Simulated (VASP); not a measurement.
# CaCu3 (Pm-3m) in VASP: a series of runs, part 2 of 2

VASP 6.6.1. The steps go on from the part before.

**4. Relaxation of cell and atoms, PBE**

Contents of INCAR:

```
SYSTEM = CaCu3
PREC = Accurate
ENCUT = 600
EDIFF = 1E-6
ISMEAR = 0
SIGMA = 0.1
LREAL = .FALSE.
LASPH = .TRUE.
NELM = 80
ALGO = Fast
ISIF = 3
LWAVE = .FALSE.
LCHARG = .FALSE.
GGA = PE
IBRION = 2
NSW = 100
EDIFFG = -0.01
```

Contents of KPOINTS:

```
Automatic mesh
0
G
  12 12 12
  0 0 0
```

Contents of POSCAR:

```
CaCu3
1.0
    4.0216231276      0.0000000000      0.0000000000
    0.0000000000      4.0216231276      0.0000000000
    0.0000000000      0.0000000000      4.0216231276
Ca Cu
1 3
Direct
    0.0000000000      0.0000000000      0.0000000000
    0.0000000000      0.5000000000      0.5000000000
    0.5000000000      0.0000000000      0.5000000000
    0.5000000000      0.5000000000      0.0000000000
```

Potentials or basis: VASP PAW PBE potentials, release 64 (Ca_sv, Cu).

The run is started by

```console
$ cat potpaw_PBE.64/Ca_sv/POTCAR potpaw_PBE.64/Cu/POTCAR > POTCAR
$ mpirun -np 1 vasp_std > vasp.out
```

OUTCAR:

```text
SYSTEM = CaCu3
   PREC = Accurate
   ENCUT = 600
   EDIFF = 1E-6
   ISMEAR = 0
   LREAL = .FALSE.
   LASPH = .TRUE.
   NELM = 80
   ISIF = 3
   GGA = PE
   IBRION = 2
   NSW = 100
   EDIFFG = -0.01

 ion  position               nearest neighbor table
   1  0.000  0.000  0.000-   2 2.84   3 2.84   4 2.84   2 2.84   3 2.84   2 2.84   4 2.84   2 2.84
                             3 2.84   4 2.84   3 2.84   4 2.84
   2  0.000  0.500  0.500-   1 2.84   1 2.84   1 2.84   1 2.84
   3  0.500  0.000  0.500-   1 2.84   1 2.84   1 2.84   1 2.84
   4  0.500  0.500  0.000-   1 2.84   1 2.84   1 2.84   1 2.84

  LATTYP: Found a simple cubic cell.
 ALAT       =     4.0216231276

  Lattice vectors:

 A1 = (   4.0216231276,   0.0000000000,   0.0000000000)
 A2 = (   0.0000000000,   4.0216231276,   0.0000000000)
 A3 = (   0.0000000000,   0.0000000000,   4.0216231276)

Analysis of symmetry for initial positions (statically):
=====================================================================
 Subroutine PRICEL returns:
[... 224 lines left out ...]

 E-fermi :   5.1165     XC(G=0): -10.9015

 val. band max:        5.1110509323   @ k =   0.5000   0.4167   0.2500
 cond. band min:       5.1253804460   @ k =   0.1667   0.1667   0.0000
 fundamental gap:      0.0143295137
 Fermi energy:         5.1164831848

 k-point     1 :       0.0000    0.0000    0.0000
  band No.  band energies     occupation
      1     -35.2149      2.00000
      2     -16.2909      2.00000
      3     -16.2909      2.00000
      4     -16.2909      2.00000
      5      -1.9720      2.00000
      6       1.2562      2.00000
[... 661 lines left out ...]
     24       7.5510      0.00000
     25       8.1398      0.00000

 [... further k-points ...]

------------------------ aborting loop because EDIFF is reached ----------------------------------------

  FORCE on cell =-STRESS in cart. coord.  units (eV):
  Direction    XX          YY          ZZ          XY          YZ          ZX
  --------------------------------------------------------------------------------------
  -------------------------------------------------------------------------------------
  Total        0.0098896      0.0098896      0.0098896      0.0000000     -0.0000000     -0.0000000
  in kB        0.2343670      0.2343670      0.2343670      0.0000000     -0.0000000     -0.0000000
  external PRESSURE =       0.2343670 kB  Pullay stress =       0.0000000 kB

 VOLUME and BASIS-vectors are now :
 -----------------------------------------------------------------------------
  energy-cutoff  :      600.00
  volume of cell :       67.61
      direct lattice vectors                 reciprocal lattice vectors
     4.073777074  0.000000000  0.000000000     0.245472440  0.000000000 -0.000000000
     0.000000000  4.073777074  0.000000000     0.000000000  0.245472440  0.000000000
     0.000000000  0.000000000  4.073777074    -0.000000000  0.000000000  0.245472440

 POSITION                                       TOTAL-FORCE (eV/Angst)
 -----------------------------------------------------------------------------------
      0.00000      0.00000      0.00000        -0.000000      0.000000      0.000000
      0.00000      2.03689      2.03689         0.000000      0.000000      0.000000
      2.03689      0.00000      2.03689         0.000000      0.000000      0.000000
      2.03689      2.03689      0.00000        -0.000000      0.000000      0.000000
 -----------------------------------------------------------------------------------
    total drift:                                0.000000     -0.000000     -0.000000

  FREE ENERGIE OF THE ION-ELECTRON SYSTEM (eV)
  ---------------------------------------------------
  free  energy   TOTEN  =       -12.4847728217 eV

  energy  without entropy=      -12.4762040954  energy(sigma->0) =      -12.48048846

 reached required accuracy - stopping structural energy minimisation
```

OSZICAR:

```text
N       E                     dE             d eps       ncg     rms          rms(c)
DAV:   1     0.385537842773E+03    0.38554E+03   -0.21941E+04  4200   0.281E+03
DAV:   2     0.103189748276E+02   -0.37522E+03   -0.37053E+03  4224   0.483E+02
DAV:   3    -0.152322775191E+02   -0.25551E+02   -0.24657E+02  5647   0.170E+02
[... 52 lines left out ...]
RMM:  26    -0.124847685025E+02   -0.14683E-05   -0.15305E-05  2009   0.669E-03    0.378E-04
RMM:  27    -0.124847699415E+02   -0.14390E-05   -0.14757E-05  1915   0.620E-03    0.631E-04
RMM:  28    -0.124847710062E+02   -0.10647E-05   -0.11240E-05  1580   0.543E-03    0.570E-04
RMM:  29    -0.124847720295E+02   -0.10234E-05   -0.10523E-05  1505   0.487E-03    0.738E-04
RMM:  30    -0.124847728217E+02   -0.79219E-06   -0.82075E-06  1413   0.430E-03
   2 F= -.12484773E+02 E0= -.12480488E+02  d E =-.209565E-01
```

CONTCAR:

```text
CaCu3
   1.00000000000000
     4.0737770738476584    0.0000000000000000    0.0000000000000000
     0.0000000000000000    4.0737770738476584    0.0000000000000000
     0.0000000000000000    0.0000000000000000    4.0737770738476584
  Ca              Cu
     1     3
Direct
     0.0000000000000000    0.0000000000000000    0.0000000000000000
     0.0000000000000000    0.5000000000000000    0.5000000000000000
     0.5000000000000000    0.0000000000000000    0.5000000000000000
     0.5000000000000000    0.5000000000000000    0.0000000000000000

  0.00000000E+00  0.00000000E+00  0.00000000E+00
  0.00000000E+00  0.00000000E+00  0.00000000E+00
  0.00000000E+00  0.00000000E+00  0.00000000E+00
  0.00000000E+00  0.00000000E+00  0.00000000E+00
```

It took 2.8 min on 1 thread of Intel Xeon 6975P-C (Granite Rapids), shared host; peak memory 0.3 GiB.

What came out:

* Free energy: -12.4848 eV
* Relaxed volume: 16.90 Å³/atom
* Relaxed cell: a = 4.074 Å, b = 4.074 Å, c = 4.074 Å, α = 90.00°, β = 90.00°, γ = 90.00°
* Space group after relaxing (to 0.1 Å): Pm-3m (No. 221)
* Energy gained by relaxing: 5.2 meV/atom
* Ionic steps: 2
* Pressure after relaxing: 0.0 GPa
* Band gap on the k mesh: zero (an odd number of electrons rules out a gap without spin polarisation)

The path:
```csv
step,energy change (eV),largest force (eV/Å),pressure (GPa),volume (Å³)
1,0.0000,0.0000,2.65,65.04
2,-0.0210,0.0000,0.02,67.61
```

Final structure:
```
Ca Cu
1.0
     4.07378    0.00000    0.00000
     0.00000    4.07378    0.00000
     0.00000    0.00000    4.07378
Ca Cu
1 3
Direct
  0.00000 0.00000 0.00000
  0.00000 0.50000 0.50000
  0.50000 0.00000 0.50000
  0.50000 0.50000 0.00000
```

**5. The runs side by side**

```tsv
task	cell	k mesh	cutoff (eV)	gap on the mesh (eV)	pressure (GPa)
single point	a = 4.022 Å, 4 atoms	4 × 4 × 4	520	none	2.1
single point	a = 4.066 Å, 4 atoms	12 × 12 × 12	520	none	0.5
relaxation of cell and atoms	relaxed from a = 4.022 Å, 4 atoms	12 × 12 × 12	600	none	0.0
```

Alike in all rows: level PBE; potentials or basis VASP PAW PBE potentials, release 64 (Ca_sv, Cu); no spin polarisation; smearing gaussian 0.1 eV.

Caveats: some runs use coarse meshes.

Absolute energies hang on the potentials; compare differences alone.
